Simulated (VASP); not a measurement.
# K8MgZn7F24 (P1) in VASP: notebook

The runs below take K8MgZn7F24 through single point, with PBEsol, r2SCAN.

All numbers are computed with VASP 6.6.1; they aren't measurements. Logs are shortened: lines on timing, memory, paths and dates and some standing lists are left out, and cuts for length are marked.

## Step 1: The cell of the first run

The typed cell holds 40 atoms: a = 8.089 Å, b = 8.089 Å, c = 8.089 Å, α = 90.00°, β = 90.00°, γ = 90.00°.

## Step 2: Single point, PBEsol

INCAR

```
SYSTEM = K8MgZn7F24
  PREC = Accurate
  ENCUT = 520
  EDIFF = 1E-7
  ISMEAR = -1
  SIGMA = 0.05
  LREAL = Auto
  LASPH = .True.
  NELM = 100
  ALGO = Normal
  ISIF = 2
  LWAVE = .False.
  LCHARG = .False.
  GGA = PS
  NBANDS = 189
  ISYM = 0
```

KPOINTS

```
Automatic mesh
0
Gamma
  1 1 1
  0.25 0.25 0.25
```

POSCAR

```
K8MgZn7F24
1.0
    8.0894289203      0.0000000000      0.0000000000
    0.0000000000      8.0894289203      0.0000000000
    0.0000000000      0.0000000000      8.0894289203
K Zn Mg F
8 7 1 24
Direct
    0.9999160000      0.9995800000      0.0004240000
    0.0000130000      0.0001910000      0.5002000000
    0.9998370000      0.4999020000      0.0002650000
    0.0001340000      0.4993510000      0.5005360000
    0.4997820000      0.9996910000      0.0002350000
    0.4996460000      0.0000340000      0.5006580000
    0.4999520000      0.4998850000      0.0000350000
    0.4996070000      0.4994280000      0.5008430000
    0.2499580000      0.2498840000      0.2503320000
    0.2497790000      0.2497270000      0.7504940000
    0.2499480000      0.7497820000      0.2504060000
    0.2497680000      0.7497490000      0.7503600000
    0.7499250000      0.2498600000      0.2504060000
    0.7498120000      0.2497600000      0.7504360000
    0.7498460000      0.7498310000      0.7503360000
    0.7498230000      0.7498220000      0.2505270000
    0.2502700000      0.2485040000      0.0004480000
    0.2494320000      0.2511520000      0.5003510000
    0.2498800000      0.7511120000      0.0005570000
    0.2499310000      0.7483670000      0.5002190000
    0.7494650000      0.2498230000      0.0005180000
    0.7501930000      0.2497830000      0.5002760000
    0.7500000000      0.7497920000      0.0031230000
    0.7496710000      0.7499540000      0.4976080000
    0.9997400000      0.2503980000      0.2499130000
    0.9997400000      0.2499950000      0.7507010000
    0.9970520000      0.7493280000      0.2503630000
    0.9996690000      0.7495570000      0.7501960000
    0.5000470000      0.2493270000      0.2508100000
    0.4998460000      0.2496880000      0.7500320000
    0.5026400000      0.7502420000      0.2503840000
    0.5000120000      0.7499900000      0.7505680000
    0.2492660000      0.9996160000      0.2518030000
    0.2496830000      0.9997360000      0.7490220000
    0.2502750000      0.5000520000      0.2490090000
    0.2500500000      0.4997980000      0.7518170000
    0.7503260000      0.9971550000      0.2502660000
    0.7499790000      0.9996020000      0.7503430000
    0.7494050000      0.5025070000      0.2504300000
    0.7497300000      0.5000180000      0.7502890000
```

Potentials or basis: VASP PAW PBE potentials, release 64 (K_sv, Zn, Mg, F).

The run is started by

```console
cat potpaw_PBE.64/K_sv/POTCAR potpaw_PBE.64/Zn/POTCAR potpaw_PBE.64/Mg/POTCAR potpaw_PBE.64/F/POTCAR > POTCAR
mpirun -np 1 vasp_std > vasp.out
```

OUTCAR:

```text
SYSTEM = K8MgZn7F24
   PREC = Accurate
   ENCUT = 520
   EDIFF = 1E-7
   ISMEAR = -1
   LREAL = Auto
   LASPH = .True.
   NELM = 100
   ISIF = 2
   GGA = PS
   ISYM = 0

 ion  position               nearest neighbor table
   1  1.000  1.000  0.000-  19 2.85  17 2.86  37 2.86  16 3.50
   2  0.000  0.000  0.500-  33 2.85  34 2.85  22 2.86  37 2.86  16 3.50
   3  1.000  0.500  0.000-  36 2.85  25 2.86  35 2.86  26 2.86  27 2.86  16 3.50
   4  0.000  0.499  0.501-  18 2.85  20 2.85  22 2.86  26 2.86  25 2.86  16 3.51
   5  0.500  1.000  0.000-  17 2.85  19 2.85  32 2.86  31 2.86  16 3.50
   6  0.500  0.000  0.501-  34 2.85  30 2.85  29 2.86  33 2.86  16 3.51
   7  0.500  0.500  0.000-  36 2.85  35 2.85  40 2.86  32 2.86  21 2.86  16 3.50
   8  0.500  0.499  0.501-  18 2.85  20 2.85  30 2.85  40 2.86  16 3.51
   9  0.250  0.250  0.250-  17 2.02  18 2.02  29 2.02  35 2.02  25 2.02  33 2.02
  10  0.250  0.250  0.750-  17 2.02  34 2.02  26 2.02  30 2.02  36 2.02  18 2.02
  11  0.250  0.750  0.250-  35 2.02  20 2.02  33 2.02  19 2.02  31 2.04  27 2.05
  12  0.250  0.750  0.750-  36 2.02  34 2.02  28 2.02  20 2.02  19 2.02  32 2.02
  13  0.750  0.250  0.250-  25 2.02  22 2.02  29 2.02  21 2.02  39 2.04  37 2.04
  14  0.750  0.250  0.750-  26 2.02  30 2.02  21 2.02  38 2.02  22 2.02  40 2.02
  15  0.750  0.750  0.750-  38 2.02  40 2.02  28 2.02  32 2.02  24 2.04  23 2.04
  16  0.750  0.750  0.251-  24 2.00  31 2.00  27 2.00  39 2.00  37 2.00  23 2.00   1 3.50   3 3.50
                             5 3.50   2 3.50   7 3.50   6 3.51   4 3.51   8 3.51
  17  0.250  0.249  0.000-   9 2.02  10 2.02   5 2.85   1 2.86
  18  0.249  0.251  0.500-   9 2.02  10 2.02   4 2.85   8 2.85
  19  0.250  0.751  0.001-  11 2.02  12 2.02   1 2.85   5 2.85
  20  0.250  0.748  0.500-  11 2.02  12 2.02   8 2.85   4 2.85
  21  0.749  0.250  0.001-  13 2.02  14 2.02   7 2.86
  22  0.750  0.250  0.500-  13 2.02  14 2.02   2 2.86   4 2.86
  23  0.750  0.750  0.003-  16 2.00  15 2.04
  24  0.750  0.750  0.498-  16 2.00  15 2.04
  25  1.000  0.250  0.250-  13 2.02   9 2.02   3 2.86   4 2.86
  26  1.000  0.250  0.751-  14 2.02  10 2.02   3 2.86   4 2.86
  27  0.997  0.749  0.250-  16 2.00  11 2.05   3 2.86
  28  1.000  0.750  0.750-  15 2.02  12 2.02
  29  0.500  0.249  0.251-  13 2.02   9 2.02   6 2.86
  30  0.500  0.250  0.750-  14 2.02  10 2.02   8 2.85   6 2.85
  31  0.503  0.750  0.250-  16 2.00  11 2.04   5 2.86
  32  0.500  0.750  0.751-  15 2.02  12 2.02   5 2.86   7 2.86
  33  0.249  1.000  0.252-  11 2.02   9 2.02   2 2.85   6 2.86
  34  0.250  1.000  0.749-  12 2.02  10 2.02   6 2.85   2 2.85
  35  0.250  0.500  0.249-  11 2.02   9 2.02   7 2.85   3 2.86
  36  0.250  0.500  0.752-  12 2.02  10 2.02   7 2.85   3 2.85
  37  0.750  0.997  0.250-  16 2.00  13 2.04   1 2.86   2 2.86
  38  0.750  1.000  0.750-  15 2.02  14 2.02
  39  0.749  0.503  0.250-  16 2.00  13 2.04
  40  0.750  0.500  0.750-  15 2.02  14 2.02   7 2.86   8 2.86

IMPORTANT INFORMATION: All symmetrisations will be switched off!
NOSYMM: (Re-)initialisation of all symmetry stuff for point group C_1.

[... 164 lines left out ...]
   ISMEAR =    -1;   SIGMA  =   0.05  broadening in eV -4-tet -1-fermi 0-gaus
   EFERMI_NEDOS =   21; number of points for ismear=-14 and -15
   IALGO  =     38    algorithm
   IMIX   =      4    mixing-type and parameters
     AMIX     =   0.40;   BMIX     =  1.00
     AMIX_MAG =   1.60;   BMIX_MAG =  1.00
  volume/ion in A,a.u.               =      13.23        89.31
  Fermi-wavevector in a.u.,A,eV,Ry     =   1.392824  2.632055 26.394731  1.939958
  Thomas-Fermi vector in A             =   2.516529
   LORBIT       =      0    0 simple, 1 ext, 2 COOP (PROOUT), +10 PAW based schemes
   GGA     = PS    functional components
   LHFCALC =     F    Hartree Fock is set to
   AEXX    =    0.0000 exact exchange contribution
   IVDW    =     0    specifies the selected vdW correction
   LEPSILON=     F    determine dielectric tensor
   LRPA    =     F    only Hartree local field effects (RPA)
 non-spin polarized calculation
  energy-cutoff  :      520.00
  volume of cell :      529.36
 maximum number of plane-waves:     14300
   NGX = 31   NGY = 31   NGZ = 31

 number of electron     325.9999889 magnetization

 Free energy of the ion-electron system (eV)
  ---------------------------------------------------
  ext. energy  EPLUGINS =         0.00000000
  ---------------------------------------------------
  free energy    TOTEN  =      -174.63350205 eV

  energy without entropy =     -174.63350205  energy(sigma->0) =     -174.63350205

 E-fermi :   0.1286     XC(G=0): -10.1061

 val. band max:       -1.1419805587   @ k =   0.2500  -0.2500   0.2500
 cond. band min:       3.8333241696   @ k =  -0.2500   0.2500   0.2500
 fundamental gap:      4.9753047283
 Fermi energy:         0.1286364301

 k-point     1 :       0.2500    0.2500    0.2500
  band No.  band energies     occupation
      1     -27.7086      2.00000
      2     -27.6934      2.00000
      3     -27.6930      2.00000
      4     -27.6926      2.00000
      5     -27.6812      2.00000
      6     -27.6808      2.00000
[... 701 lines left out ...]
    174       8.0917      0.00000
    175       8.0920      0.00000
 [bands above 175 left out]

------------------------ aborting loop because EDIFF is reached ----------------------------------------

  FORCE on cell =-STRESS in cart. coord.  units (eV):
  Direction    XX          YY          ZZ          XY          YZ          ZX
  --------------------------------------------------------------------------------------
  -------------------------------------------------------------------------------------
  Total        1.0385156      1.0290759      1.0288400     -0.0022256      0.0055392      0.0036866
  in kB        3.1431855      3.1146151      3.1139011     -0.0067362      0.0167651      0.0111579
  external PRESSURE =       3.1239006 kB  Pullay stress =       0.0000000 kB

 VOLUME and BASIS-vectors are now :
 -----------------------------------------------------------------------------
  energy-cutoff  :      520.00
  volume of cell :      529.36
      direct lattice vectors                 reciprocal lattice vectors
     8.089428920  0.000000000  0.000000000     0.123618121  0.000000000  0.000000000
     0.000000000  8.089428920  0.000000000     0.000000000  0.123618121  0.000000000
     0.000000000  0.000000000  8.089428920     0.000000000  0.000000000  0.123618121

 POSITION                                       TOTAL-FORCE (eV/Angst)
 -----------------------------------------------------------------------------------
      8.08875      8.08603      0.00343        -0.002535      0.003073     -0.000877
      0.00011      0.00155      4.04633        -0.003216     -0.004411      0.005400
      8.08811      4.04392      0.00214        -0.002979     -0.003213      0.007396
      0.00108      4.03946      4.04905        -0.005952      0.009161     -0.002359
      4.04295      8.08693      0.00190         0.002260      0.000292      0.003728
      4.04185      0.00028      4.05004         0.004222     -0.004387     -0.005307
[... 32 lines left out ...]
      6.06226      4.06499      2.02584        -0.001029      0.080504      0.000988
      6.06489      4.04486      6.06941         0.001810     -0.006174     -0.002465
 -----------------------------------------------------------------------------------
    total drift:                                0.006800      0.014241     -0.006859

  FREE ENERGIE OF THE ION-ELECTRON SYSTEM (eV)
  ---------------------------------------------------
  free  energy   TOTEN  =      -174.6335020451 eV

  energy  without entropy=     -174.6335020451  energy(sigma->0) =     -174.63350205
```

OSZICAR:

```text
N       E                     dE             d eps       ncg     rms          rms(c)
DAV:   1     0.488235432829E+04    0.48824E+04   -0.15351E+05  1512   0.202E+03
[... 15 lines left out ...]
DAV:  17    -0.174633509742E+03   -0.11267E-04   -0.13213E-04  2144   0.849E-02    0.273E-02
DAV:  18    -0.174633504862E+03    0.48806E-05   -0.32929E-05  1888   0.261E-02    0.167E-02
DAV:  19    -0.174633504074E+03    0.78747E-06   -0.24061E-05  2048   0.516E-02    0.122E-02
DAV:  20    -0.174633502466E+03    0.16082E-05   -0.60955E-06  2032   0.147E-02    0.742E-03
DAV:  21    -0.174633502171E+03    0.29529E-06   -0.20124E-06  2000   0.617E-03    0.412E-03
DAV:  22    -0.174633501976E+03    0.19469E-06   -0.51651E-07  1568   0.817E-03    0.196E-03
DAV:  23    -0.174633502045E+03   -0.68903E-07   -0.97457E-07  1744   0.581E-03
   1 F= -.17463350E+03 E0= -.17463350E+03  d E =-.565084E-10
```

stdout:

```text
POSCAR found type information on POSCAR K ZnMgF
 POSCAR found :  4 types and      40 ions
 scaLAPACK will be used
 -----------------------------------------------------------------------------
|                                                                             |
|                                                                             |
|     You enforced a specific xc type in the INCAR file but a different       |
|     I HOPE YOU KNOW WHAT YOU ARE DOING!                                     |
|                                                                             |
 -----------------------------------------------------------------------------

 LDA part: xc-table for (Slater+PW92), standard interpolation
 POSCAR, INCAR and KPOINTS ok, starting setup
 FFT: planning ... GRIDC
 FFT: planning ... GRID_SOFT
 FFT: planning ... GRID
 WAVECAR not read
 entering main loop
```

Wall time 15 min (1 thread of Intel Xeon Platinum 8259CL at 2.50GHz (Skylake/Cascade Lake), shared host); peak memory 0.65 GiB.

Results:

| Property | Result |
| --- | --- |
| Free energy | -174.6335 eV |
| Pressure | 0.3 GPa |
| Largest force | 0.083 eV/Å |
| Band gap on the k mesh | 4.98 eV |

Forces in eV/Å, atoms in the order of the input:
```
K   -0.003  0.003 -0.001
K   -0.003 -0.004  0.005
K   -0.003 -0.003  0.007
K   -0.006  0.009 -0.002
K    0.002  0.000  0.004
K    0.004 -0.004 -0.005
K   -0.002 -0.003  0.008
K    0.004  0.006 -0.006
Zn  -0.002 -0.002 -0.001
Zn   0.000  0.002 -0.003
Zn  -0.005  0.001  0.000
Zn   0.004  0.002 -0.001
Zn  -0.005  0.000 -0.004
Zn   0.002  0.002 -0.001
Zn   0.002  0.000 -0.004
Mg   0.000 -0.004 -0.003
F   -0.001 -0.001 -0.002
F    0.001 -0.003  0.004
F   -0.003 -0.002 -0.005
F    0.000  0.001  0.005
F    0.002  0.002 -0.004
F   -0.002  0.001 -0.002
F   -0.002  0.001  0.082
F    0.000 -0.001 -0.073
F    0.007 -0.007  0.004
F    0.007 -0.002 -0.003
F   -0.074  0.002  0.003
F    0.006  0.005  0.001
F   -0.003  0.002 -0.002
F    0.000  0.003  0.000
F    0.078  0.001  0.000
F   -0.006 -0.001 -0.007
F    0.001  0.005  0.000
F    0.000  0.003  0.004
F    0.000 -0.009  0.005
F   -0.001 -0.003 -0.001
F   -0.001 -0.083  0.003
F    0.001  0.009 -0.001
F   -0.001  0.081  0.001
F    0.002 -0.006 -0.002
```

Levels at points of the mesh, in eV from the valence-band top:
```csv
k point,band 160,band 161,band 162,band 163,band 164,band 165,band 166,band 167
"(0.25, 0.25, 0.25)",-0.31,-0.02,-0.02,0.00,4.98,6.46,6.46,6.85
```

Caveat: the PAW data sets were made with another functional, which shifts forces and pressure a little; a shifted mesh leaves out Γ, where band edges can lie. A k mesh can miss the band edges.

## Step 3: Single point, r2SCAN

POSCAR, as its differences from that of step 2:

```diff
@@ -2,5 +2,5 @@
 1.0
-    8.0894289203      0.0000000000      0.0000000000
-    0.0000000000      8.0894289203      0.0000000000
-    0.0000000000      0.0000000000      8.0894289203
+    8.0894290000      0.0000000000      0.0000000000
+    0.0000000000      8.0894290000      0.0000000000
+    0.0000000000      0.0000000000      8.0894290000
 K Zn Mg F
```

INCAR.step1

```
SYSTEM = K8MgZn7F24
PREC = Accurate
ENCUT = 520
ISMEAR = -1
SIGMA = 0.05
LREAL = Auto
LASPH = .True.
NELM = 60
NBANDS = 189
ISYM = 0
GGA = PE
ALGO = Normal
EDIFF = 1E-4
LWAVE = .True.
LCHARG = .False.
```

INCAR.step2

```
SYSTEM = K8MgZn7F24
PREC = Accurate
ENCUT = 520
EDIFF = 1E-6
ISMEAR = -1
SIGMA = 0.05
LREAL = Auto
LASPH = .True.
NELM = 60
ALGO = Normal
ISIF = 2
LWAVE = .False.
LCHARG = .True.
METAGGA = R2SCAN
LMIXTAU = .True.
LELF = .True.
LVHAR = .True.
NBANDS = 189
ISYM = 0
ISTART = 1
```

KPOINTS is that of step 2.

Potentials or basis: VASP PAW PBE potentials, release 64 (K_sv, Zn, Mg, F).

The run is started by

```console
cat potpaw_PBE.64/K_sv/POTCAR potpaw_PBE.64/Zn/POTCAR potpaw_PBE.64/Mg/POTCAR potpaw_PBE.64/F/POTCAR > POTCAR
cp INCAR.step1 INCAR
mpirun -np 1 vasp_std > vasp.out
cp INCAR.step2 INCAR
mpirun -np 1 vasp_std > vasp.out
```

OUTCAR:

```text
SYSTEM = K8MgZn7F24
   PREC = Accurate
   ENCUT = 520
   EDIFF = 1E-6
   ISMEAR = -1
   LREAL = Auto
   LASPH = .True.
   NELM = 60
   ISIF = 2
   METAGGA = R2SCAN
   ISYM = 0
   ISTART = 1

 ion  position               nearest neighbor table
   1  1.000  1.000  0.000-  19 2.85  17 2.86  37 2.86  16 3.50
   2  0.000  0.000  0.500-  33 2.85  34 2.85  22 2.86  37 2.86  16 3.50
   3  1.000  0.500  0.000-  36 2.85  25 2.86  35 2.86  26 2.86  27 2.86  16 3.50
   4  0.000  0.499  0.501-  18 2.85  20 2.85  22 2.86  26 2.86  25 2.86  16 3.51
   5  0.500  1.000  0.000-  17 2.85  19 2.85  32 2.86  31 2.86  16 3.50
   6  0.500  0.000  0.501-  34 2.85  30 2.85  29 2.86  33 2.86  16 3.51
   7  0.500  0.500  0.000-  36 2.85  35 2.85  40 2.86  32 2.86  21 2.86  16 3.50
   8  0.500  0.499  0.501-  18 2.85  20 2.85  30 2.85  40 2.86  16 3.51
   9  0.250  0.250  0.250-  17 2.02  18 2.02  29 2.02  35 2.02  25 2.02  33 2.02
  10  0.250  0.250  0.750-  17 2.02  34 2.02  26 2.02  30 2.02  36 2.02  18 2.02
  11  0.250  0.750  0.250-  35 2.02  20 2.02  33 2.02  19 2.02  31 2.04  27 2.05
  12  0.250  0.750  0.750-  36 2.02  34 2.02  28 2.02  20 2.02  19 2.02  32 2.02
  13  0.750  0.250  0.250-  25 2.02  22 2.02  29 2.02  21 2.02  39 2.04  37 2.04
  14  0.750  0.250  0.750-  26 2.02  30 2.02  21 2.02  38 2.02  22 2.02  40 2.02
[... 239 lines left out ...]
      4     -29.3336      2.00000
      5     -29.3229      2.00000
      6     -29.3225      2.00000
[... 701 lines left out ...]
    174       8.5390      0.00000
    175       8.5397      0.00000
 [bands above 175 left out]

------------------------ aborting loop because EDIFF is reached ----------------------------------------

  FORCE on cell =-STRESS in cart. coord.  units (eV):
  Direction    XX          YY          ZZ          XY          YZ          ZX
  --------------------------------------------------------------------------------------
  -------------------------------------------------------------------------------------
  Total       -0.5999963     -0.6129235     -0.6142926     -0.0023232      0.0088316      0.0051752
  in kB       -1.8159570     -1.8550827     -1.8592264     -0.0070316      0.0267299      0.0156632
  external PRESSURE =      -1.8434220 kB  Pullay stress =       0.0000000 kB

 VOLUME and BASIS-vectors are now :
 -----------------------------------------------------------------------------
  energy-cutoff  :      520.00
  volume of cell :      529.36
      direct lattice vectors                 reciprocal lattice vectors
     8.089429000  0.000000000  0.000000000     0.123618119  0.000000000  0.000000000
     0.000000000  8.089429000  0.000000000     0.000000000  0.123618119  0.000000000
     0.000000000  0.000000000  8.089429000     0.000000000  0.000000000  0.123618119

 POSITION                                       TOTAL-FORCE (eV/Angst)
 -----------------------------------------------------------------------------------
      8.08875      8.08603      0.00343        -0.006206      0.000636      0.003474
      0.00011      0.00155      4.04633        -0.006804     -0.007239      0.011487
      8.08811      4.04392      0.00214        -0.007803     -0.005606      0.016606
      0.00108      4.03946      4.04905        -0.010349      0.010675      0.000453
      4.04295      8.08693      0.00190         0.003092     -0.003542      0.009573
      4.04185      0.00028      4.05004         0.005681     -0.008462     -0.003844
[... 32 lines left out ...]
      6.06226      4.06499      2.02584        -0.002257      0.131267      0.005962
      6.06489      4.04486      6.06941         0.000566     -0.004381      0.002121
 -----------------------------------------------------------------------------------
    total drift:                                0.079454      0.121421     -0.208621

  FREE ENERGIE OF THE ION-ELECTRON SYSTEM (eV)
  ---------------------------------------------------
  free  energy   TOTEN  =      -305.8966378371 eV

  energy  without entropy=     -305.8966378370  energy(sigma->0) =     -305.89663784
```

Run time: 45 min. Hardware: 1 thread of Intel Xeon Platinum 8259CL at 2.50GHz (Skylake/Cascade Lake), shared host; peak memory 0.72 GiB.

What came out:

| Quantity | Value |
| --- | --- |
| Free energy | -305.8966 eV |
| Pressure | -0.2 GPa |
| Largest force | 0.139 eV/Å |
| Band gap on the k mesh | 5.89 eV |

Forces in eV/Å, atoms in the order of the input:
```
K   -0.006  0.001  0.003
K   -0.007 -0.007  0.011
K   -0.008 -0.006  0.017
K   -0.010  0.011  0.000
K    0.003 -0.004  0.010
K    0.006 -0.008 -0.004
K   -0.002 -0.006  0.015
K    0.005  0.006 -0.004
Zn  -0.001  0.003 -0.018
Zn   0.012  0.017 -0.028
Zn  -0.004  0.012 -0.021
Zn   0.017  0.015 -0.019
Zn  -0.002  0.006 -0.025
Zn   0.012  0.014 -0.023
Zn   0.010  0.008 -0.019
Mg  -0.001 -0.006  0.001
F   -0.004 -0.001  0.001
F    0.000 -0.008  0.005
F   -0.005 -0.007  0.000
F   -0.002  0.001  0.004
F    0.002 -0.001  0.001
F   -0.005 -0.001 -0.004
F   -0.004 -0.002  0.139
F   -0.001 -0.004 -0.122
F    0.002 -0.011  0.010
F    0.006 -0.005  0.001
F   -0.128  0.000  0.008
F    0.003  0.004  0.006
F   -0.002  0.000  0.002
F    0.001  0.001  0.006
F    0.129 -0.002  0.005
F   -0.003 -0.004 -0.003
F    0.000  0.000  0.002
F   -0.001  0.001  0.012
F   -0.002 -0.007  0.013
F   -0.003 -0.002  0.001
F   -0.003 -0.138  0.008
F   -0.001  0.005  0.004
F   -0.002  0.131  0.006
F    0.001 -0.004  0.002
```

Caveat: the PAW data sets were made with another functional, which shifts forces and pressure a little; a shifted mesh leaves out Γ, where band edges can lie.
